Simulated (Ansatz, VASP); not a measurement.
Two plane-wave programs on Au

```
CELL_PARAMETERS angstrom
0.00000 2.04550 2.01482
2.04550 0.00000 2.01482
2.04550 2.04550 0.00000
ATOMIC_POSITIONS crystal
Au 0.00000 0.00000 0.00000
```

Change from the starting cell: strain +0.000 along x and y, -0.015 along z, atoms carried along.

Alike in both runs: task single point; functional r2SCAN; k mesh 20 × 20 × 20; no spin polarisation.

|  | VASP | Ansatz |
| --- | --- | --- |
| version | VASP 6.6.1 | Ansatz 0.2.0 |
| potentials or method | VASP PAW PBE potentials, release 64 (Au), cutoff 520 eV | scalar-relativistic, plane waves, PAW |
| occupations | methfessel-paxton of order 1, width 0.4 eV | cold, width 0.4 eV |
| valence electrons in the cell | 11 | 19 |

```csv
,VASP,Ansatz,Ansatz less VASP
gap on the k mesh at the Fermi level (eV),none,none,-
pressure (GPa),7.2,6.8,-0.40
"traceless stress, the component that is largest in VASP (GPa)",0.32,0.22,-0.099
```

VASP's potentials were made for PBE, not for r2SCAN. A gap of «none» marks a metal or a gap that the smearing closes. VASP's potentials hold 11 valence electrons a cell and Ansatz's 19, so a difference there can come from the potentials and not from the codes.

Spin-orbit coupling is off throughout.
